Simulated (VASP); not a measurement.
Wanted: the native input for a VASP 6.6.1 run.

```
Task                   : single point
Functional             : PBE
Potentials or basis    : VASP PAW PBE potentials, release 64 (Ge_d, Ru_pv, Pd)
Cutoff                 : 520 eV
k mesh                 : 4 × 4 × 4
Occupations            : gaussian, width 0.1 eV
Spin                   : no spin polarisation
Dipole correction      : no
Further INCAR settings : ALGO = Normal; EDIFF = 1e-07; NBANDS = 41
```

The structure of Ge3PdRu lies in POSCAR:

```
Ge3PdRu
1.0
    4.3000726200      0.0000000000      0.0000000000
    0.0000000000      4.3000726200      0.0000000000
    0.0000000000      0.0000000000      5.1877037900
Ge Ru Pd
3 1 1
Direct
    0.0000000000      0.5000000000      0.0000000000
    0.5000000000      0.0000000000      0.0000000000
    0.5000000000      0.5000000000      0.5000000000
    0.5000000000      0.5000000000      0.0000000000
    0.0000000000      0.0000000000      0.0000000000
```

The input as run:

INCAR

```
PREC = Accurate
ENCUT = 520
EDIFF = 1E-7
ISMEAR = 0
SIGMA = 0.1
LREAL = F
LASPH = T
NELM = 80
ALGO = Normal
ISIF = 2
LWAVE = F
LCHARG = F
GGA = PE
NBANDS = 41
```

KPOINTS

```
regular mesh
0
Gamma
  4 4 4
```

Potentials or basis: VASP PAW PBE potentials, release 64 (Ge_d, Ru_pv, Pd).

Command:

```console
$ cat potpaw_PBE.64/Ge_d/POTCAR potpaw_PBE.64/Ru_pv/POTCAR potpaw_PBE.64/Pd/POTCAR > POTCAR
$ mpirun -np 1 vasp_std > vasp.out
```

It gave:

```yaml
Pressure: 50.7 GPa
Band_gap_on_the_k_mesh: zero (band 33 reaches 8.56 eV, above the bottom of band 34 at 6.81 eV)
```

Caveat: the k points lie up to 0.37 Å⁻¹ apart.

Run time: 65 s on 1 thread of Intel(R) Xeon(R) Platinum 8488C (Sapphire Rapids) (shared host), peak memory 0.22 GiB.
